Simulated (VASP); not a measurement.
# Ru (Cmcm) in VASP: a series of runs, part 2 of 2

VASP 6.6.1.

### Step 3. Single point, PBEsol (strain +0.1500 x Voigt [1, -1, 0, 0, 0, 0])

File INCAR:

```
SYSTEM = Ru
ALGO = Fast
EDIFF = 1E-6
ENCUT = 520
GGA = PS
ISIF = 2
ISMEAR = 0
LASPH = .True.
LCHARG = .False.
LREAL = .False.
LWAVE = .False.
NBANDS = 21
NELM = 80
PREC = Accurate
SIGMA = 0.15
```

File KPOINTS:

```
k-points
0
Gamma
  24 24 12
  0 0 0
```

File POSCAR:

```
Ru
1.0
    3.1116692344      0.0000000000      0.0000000000
   -1.5558346172      1.9917973168      0.0000000000
    0.0000000000      0.0000000000      4.2819000000
Ru
2
Direct
    0.3333333333      0.6666666667      0.2500000000
    0.6666666667      0.3333333333      0.7500000000
```

Potentials or basis: VASP PAW PBE potentials, release 64 (Ru_pv).

Started as:

```sh
$ cat potpaw_PBE.64/Ru_pv/POTCAR > POTCAR
$ mpirun -np 1 vasp_std > vasp.out
```

OUTCAR:

```text
SYSTEM = Ru
   EDIFF = 1E-6
   ENCUT = 520
   GGA = PS
   ISIF = 2
   ISMEAR = 0
   LASPH = .True.
   LREAL = .False.
   NELM = 80
   PREC = Accurate

 ion  position               nearest neighbor table
   1  0.333  0.667  0.250-   2 2.52   2 2.52   2 2.73   2 2.73   2 2.73   2 2.73
   2  0.667  0.333  0.750-   1 2.52   1 2.52   1 2.73   1 2.73   1 2.73   1 2.73

  Warning from LATTYP: Monoclinic adjustment (A1->A3, A2->A1, A3->A2)!
  LATTYP: Found a base centered orthorhombic cell.
 ALAT       =     3.1116692344
 B/A-ratio  =     1.2802114664
 C/A-ratio  =     1.3760781360
[... 770 lines left out ...]

  FORCE on cell =-STRESS in cart. coord.  units (eV):
  Direction    XX          YY          ZZ          XY          YZ          ZX
  --------------------------------------------------------------------------------------
  -------------------------------------------------------------------------------------
  Total        0.6119833      8.2991508     -0.3722094      0.0000000      0.0000000      0.0000000
  in kB       36.9466521    501.0362522    -22.4710202      0.0000000      0.0000000      0.0000000
  external PRESSURE =     171.8372947 kB  Pullay stress =       0.0000000 kB

 VOLUME and BASIS-vectors are now :
 -----------------------------------------------------------------------------
  energy-cutoff  :      520.00
  volume of cell :       26.54
      direct lattice vectors                 reciprocal lattice vectors
     3.111669234  0.000000000  0.000000000     0.321370919  0.251029558  0.000000000
    -1.555834617  1.991797317  0.000000000     0.000000000  0.502059116  0.000000000
     0.000000000  0.000000000  4.281900000     0.000000000  0.000000000  0.233541185

 POSITION                                       TOTAL-FORCE (eV/Angst)
 -----------------------------------------------------------------------------------
     -0.00000      1.32786      1.07048         0.000000     -1.201641      0.000000
      1.55583      0.66393      3.21143         0.000000      1.201641      0.000000
 -----------------------------------------------------------------------------------
    total drift:                                0.000000     -0.000000      0.000000

  FREE ENERGIE OF THE ION-ELECTRON SYSTEM (eV)
  ---------------------------------------------------
  free  energy   TOTEN  =       -19.2232299795 eV

  energy  without entropy=      -19.1962624953  energy(sigma->0) =      -19.20974624
```

OSZICAR:

```text
N       E                     dE             d eps       ncg     rms          rms(c)
DAV:   1     0.288104436865E+03    0.28810E+03   -0.17579E+04 46238   0.149E+03
DAV:   2    -0.146355689857E+02   -0.30274E+03   -0.29364E+03 47398   0.447E+02
DAV:   3    -0.205258832803E+02   -0.58903E+01   -0.58494E+01 54128   0.698E+01
DAV:   4    -0.205700189374E+02   -0.44136E-01   -0.44069E-01 58148   0.577E+00
DAV:   5    -0.205705969075E+02   -0.57797E-03   -0.57454E-03 51940   0.590E-01    0.215E+01
RMM:   6    -0.193275842615E+02    0.12430E+01   -0.25747E+00 47312   0.134E+01    0.675E+00
RMM:   7    -0.192319261223E+02    0.95658E-01   -0.38055E-01 50715   0.464E+00    0.149E+00
RMM:   8    -0.192230300223E+02    0.88961E-02   -0.34361E-02 52259   0.175E+00    0.241E-01
RMM:   9    -0.192231745318E+02   -0.14451E-03   -0.32860E-03 53306   0.527E-01    0.468E-02
RMM:  10    -0.192232240446E+02   -0.49513E-04   -0.57860E-04 54601   0.235E-01    0.259E-02
RMM:  11    -0.192232266664E+02   -0.26218E-05   -0.15844E-04 56434   0.117E-01    0.613E-03
RMM:  12    -0.192232303819E+02   -0.37155E-05   -0.38410E-05 59392   0.549E-02    0.349E-03
RMM:  13    -0.192232299795E+02    0.40231E-06   -0.75558E-06 52866   0.273E-02
   1 F= -.19223230E+02 E0= -.19209746E+02  d E =-.269675E-01
```

stdout:

```text
POSCAR found type information on POSCAR Ru
 POSCAR found :  1 types and       2 ions
 scaLAPACK will be used
 -----------------------------------------------------------------------------
|                                                                             |
|                                                                             |
|     You enforced a specific xc type in the INCAR file but a different       |
|     I HOPE YOU KNOW WHAT YOU ARE DOING!                                     |
|                                                                             |
 -----------------------------------------------------------------------------

 LDA part: xc-table for (Slater+PW92), standard interpolation
 POSCAR, INCAR and KPOINTS ok, starting setup
 FFT: planning ... GRIDC
 FFT: planning ... GRID_SOFT
 FFT: planning ... GRID
 WAVECAR not read
 entering main loop
```

Run time: 4.9 min. Hardware: 1 thread of Intel Xeon Platinum 8488C (Sapphire Rapids), shared host; peak memory 0.53 GiB.

Results:

| Quantity | Value |
| --- | --- |
| Free energy | -19.2232 eV |
| Pressure | 17.2 GPa |
| Largest force | 1.202 eV/Å |
| Band gap on the k mesh | zero (bands 14 and 15 overlap by 3.14 eV) |

Forces on the atoms (eV/Å):
```
Ru   0.000 -1.202  0.000
Ru   0.000  1.202  0.000
```

Stress tensor (GPa, compression positive):
```
 3.69  0.00  0.00
 0.00 50.10  0.00
 0.00  0.00 -2.25
```

Levels at points of the mesh, in eV from the Fermi level:
```tsv
k point	band 11	band 12	band 13	band 14	band 15	band 16	band 17	band 18
(0.00, 0.00, 0.00)	-2.88	-1.51	-1.22	0.24	0.51	0.71	1.03	1.55
(0.50, 0.00, 0.00)	-2.68	-2.29	-1.19	-0.05	0.29	1.85	4.06	5.90
(0.00, 0.50, 0.00)	-1.95	-1.03	0.10	1.30	2.73	3.07	5.73	8.33
(0.00, 0.00, 0.50)	-3.21	-3.21	-0.51	-0.51	0.12	0.12	1.35	1.35
(0.50, 0.00, 0.50)	-0.74	-0.74	0.19	0.19	0.68	0.68	3.14	3.14
(0.00, 0.50, 0.50)	-2.70	-2.70	0.82	0.82	2.90	2.90	5.56	5.56
```

Caveat: the cell differs from its parent crystal (strain +0.1500 x Voigt [1, -1, 0, 0, 0, 0]); the stress differs along the axes, from -2 to 50 GPa; the PAW data sets were made with another functional, which shifts forces and pressure a little.

### Step 4. Single point, PBEsol (strain +0.1125 x Voigt [1, -1, 0, 0, 0, 0])

File INCAR:

```
SYSTEM = Ru
ALGO = Fast
EDIFF = 1E-6
ENCUT = 520
GGA = PS
ISIF = 2
ISMEAR = 0
LASPH = .True.
LCHARG = .True.
LELF = .True.
LREAL = .False.
LVHAR = .True.
LWAVE = .False.
NBANDS = 21
NELM = 100
PREC = Accurate
SIGMA = 0.15
```

KPOINTS is that of step 3.

File POSCAR:

```
Ru
1.0
    3.0102017593      0.0000000000      0.0000000000
   -1.5051008797      2.0796707279      0.0000000000
    0.0000000000      0.0000000000      4.2819000000
Ru
2
Direct
    0.3333333333      0.6666666667      0.2500000000
    0.6666666667      0.3333333333      0.7500000000
```

Potentials or basis: VASP PAW PBE potentials, release 64 (Ru_pv).

Started as:

```sh
$ cat potpaw_PBE.64/Ru_pv/POTCAR > POTCAR
$ mpirun -np 1 vasp_std > vasp.out
```

OUTCAR:

```text
SYSTEM = Ru
   EDIFF = 1E-6
   ENCUT = 520
   GGA = PS
   ISIF = 2
   ISMEAR = 0
   LASPH = .True.
   LREAL = .False.
   NELM = 100
   PREC = Accurate

 ion  position               nearest neighbor table
   1  0.333  0.667  0.250-   2 2.55   2 2.55   2 2.71   2 2.71   2 2.71   2 2.71
   2  0.667  0.333  0.750-   1 2.55   1 2.55   1 2.71   1 2.71   1 2.71   1 2.71

  Warning from LATTYP: Monoclinic adjustment (A1->A3, A2->A1, A3->A2)!
  LATTYP: Found a base centered orthorhombic cell.
 ALAT       =     3.0102017593
 B/A-ratio  =     1.3817483971
 C/A-ratio  =     1.4224627923

  Lattice vectors:

 A1 = (   1.5051008797,  -2.0796707279,   0.0000000000)
 A2 = (   1.5051008796,   2.0796707279,   0.0000000000)
 A3 = (   0.0000000000,   0.0000000000,   4.2819000000)

Analysis of symmetry for initial positions (statically):
=====================================================================
 Subroutine PRICEL returns:
 Original cell was already a primitive cell.

 Routine SETGRP: Setting up the symmetry group for a
 base centered orthorhombic supercell.

[... 165 lines left out ...]
  free energy    TOTEN  =       -19.61196666 eV

  energy without entropy =      -19.58814665  energy(sigma->0) =      -19.60005666

 E-fermi :  13.0196     XC(G=0): -14.3362

 val. band max:       13.0195145834   @ k =   0.3333   0.3333   0.2500
 cond. band min:      13.0205777795   @ k =  -0.2083   0.0833   0.1667
 fundamental gap:      0.0010631961
 Fermi energy:        13.0195516591

 k-point     1 :       0.0000    0.0000    0.0000
  band No.  band energies     occupation
      1     -30.6611      2.00000
      2     -29.6903      2.00000
      3     -29.5902      2.00000
      4     -29.5411      2.00000
      5     -29.4540      2.00000
      6     -29.4055      2.00000
[... 565 lines left out ...]
     20      23.4100      0.00000
     21      24.1283      0.00000

 [... further k-points ...]

------------------------ aborting loop because EDIFF is reached ----------------------------------------

  FORCE on cell =-STRESS in cart. coord.  units (eV):
  Direction    XX          YY          ZZ          XY          YZ          ZX
  --------------------------------------------------------------------------------------
  -------------------------------------------------------------------------------------
  Total       -2.7128098      7.4873412     -0.7858828     -0.0000000     -0.0000000      0.0000000
  in kB     -162.1448735    447.5190236    -46.9722810     -0.0000000     -0.0000000      0.0000000
  external PRESSURE =      79.4672897 kB  Pullay stress =       0.0000000 kB

 VOLUME and BASIS-vectors are now :
 -----------------------------------------------------------------------------
  energy-cutoff  :      520.00
  volume of cell :       26.81
      direct lattice vectors                 reciprocal lattice vectors
     3.010201759  0.000000000  0.000000000     0.332203646  0.240422675  0.000000000
    -1.505100880  2.079670728  0.000000000     0.000000000  0.480845350  0.000000000
     0.000000000  0.000000000  4.281900000     0.000000000  0.000000000  0.233541185

 POSITION                                       TOTAL-FORCE (eV/Angst)
 -----------------------------------------------------------------------------------
     -0.00000      1.38645      1.07048         0.000000     -0.797300      0.000000
      1.50510      0.69322      3.21143        -0.000000      0.797300     -0.000000
 -----------------------------------------------------------------------------------
    total drift:                               -0.000000      0.000000     -0.000000

  FREE ENERGIE OF THE ION-ELECTRON SYSTEM (eV)
  ---------------------------------------------------
  free  energy   TOTEN  =       -19.6119666597 eV

  energy  without entropy=      -19.5881466533  energy(sigma->0) =      -19.60005666
```

OSZICAR:

```text
N       E                     dE             d eps       ncg     rms          rms(c)
DAV:   1     0.286905450609E+03    0.28691E+03   -0.17546E+04 46307   0.149E+03
DAV:   2    -0.151487971684E+02   -0.30205E+03   -0.29299E+03 47411   0.446E+02
DAV:   3    -0.210120457381E+02   -0.58632E+01   -0.58264E+01 54088   0.695E+01
DAV:   4    -0.210558467806E+02   -0.43801E-01   -0.43743E-01 58464   0.575E+00
DAV:   5    -0.210563867114E+02   -0.53993E-03   -0.53673E-03 52336   0.569E-01    0.206E+01
RMM:   6    -0.197164793199E+02    0.13399E+01   -0.28198E+00 47574   0.140E+01    0.598E+00
RMM:   7    -0.196207498825E+02    0.95729E-01   -0.39028E-01 50978   0.466E+00    0.128E+00
RMM:   8    -0.196120580387E+02    0.86918E-02   -0.28509E-02 52495   0.160E+00    0.452E-01
RMM:   9    -0.196119218595E+02    0.13618E-03   -0.33224E-03 53315   0.490E-01    0.605E-02
RMM:  10    -0.196119585797E+02   -0.36720E-04   -0.49534E-04 54582   0.184E-01    0.346E-02
RMM:  11    -0.196119653610E+02   -0.67813E-05   -0.11748E-04 57908   0.711E-02    0.824E-03
RMM:  12    -0.196119664356E+02   -0.10746E-05   -0.21400E-05 59172   0.311E-02    0.250E-03
RMM:  13    -0.196119666597E+02   -0.22416E-06   -0.20990E-06 40488   0.999E-03
   1 F= -.19611967E+02 E0= -.19600057E+02  d E =-.238200E-01
```

stdout:

```text
POSCAR found type information on POSCAR Ru
 POSCAR found :  1 types and       2 ions
 scaLAPACK will be used
 -----------------------------------------------------------------------------
|                                                                             |
|                                                                             |
|     You enforced a specific xc type in the INCAR file but a different       |
|     I HOPE YOU KNOW WHAT YOU ARE DOING!                                     |
|                                                                             |
 -----------------------------------------------------------------------------

 LDA part: xc-table for (Slater+PW92), standard interpolation
 POSCAR, INCAR and KPOINTS ok, starting setup
 FFT: planning ... GRIDC
 FFT: planning ... GRID_SOFT
 FFT: planning ... GRID
 WAVECAR not read
 entering main loop
WARNING in EDDRMM: call to ZHEGV failed, returncode =   8  4     21
WARNING in EDDRMM: call to ZHEGV failed, returncode =   8  4     19
WARNING in EDDRMM: call to ZHEGV failed, returncode =   6  3     21
```

Run time: 4.4 min. Hardware: 1 thread of Intel Xeon Platinum 8488C (Sapphire Rapids), shared host; peak memory 0.54 GiB.

What came out:

* Free energy: -19.6120 eV
* Pressure: 7.9 GPa
* Largest force: 0.797 eV/Å
* Band gap on the k mesh: zero (bands 14 and 15 overlap by 3.23 eV)

Forces in eV/Å, atoms in the order of the input:
```
Ru   0.000 -0.797  0.000
Ru   0.000  0.797  0.000
```

Stress tensor (GPa, compression positive):
```
-16.21   0.00   0.00
  0.00  44.75   0.00
  0.00   0.00  -4.70
```

Caveat: the cell differs from its parent crystal (strain +0.1125 x Voigt [1, -1, 0, 0, 0, 0]); the stress differs along the axes, from -16 to 45 GPa; the PAW data sets were made with another functional, which shifts forces and pressure a little.

### Step 5. The runs side by side

```tsv
cell	gap on the mesh (eV)	pressure (GPa)	largest force (eV/Å)
a = 2.300, b = 2.930, c = 4.282 Å, angles 90.0, 90.0, 113.1°, 2 atoms	none	28.6	0.63
a = 3.112, b = 2.527, c = 4.282 Å, angles 90.0, 90.0, 128.0°, 2 atoms	none	17.2	1.20
a = 3.010, b = 2.567, c = 4.282 Å, angles 90.0, 90.0, 125.9°, 2 atoms	none	7.9	0.80
```

Alike in all rows: task single point; level PBEsol; potentials or basis VASP PAW PBE potentials, release 64 (Ru_pv); no spin polarisation; k mesh 24 × 24 × 12; cutoff (eV) 520; smearing gaussian 0.15 eV.

Caveats: the PAW data sets were made with another functional, which shifts forces and pressure a little; the stress differs along the axes, from -28 to 106 GPa (at least some runs); the stress differs along the axes, from -2 to 50 GPa (at least some runs); the stress differs along the axes, from -16 to 45 GPa (at least some runs).

Total energies depend on the potentials used, so only differences within one code and one set of settings carry meaning.
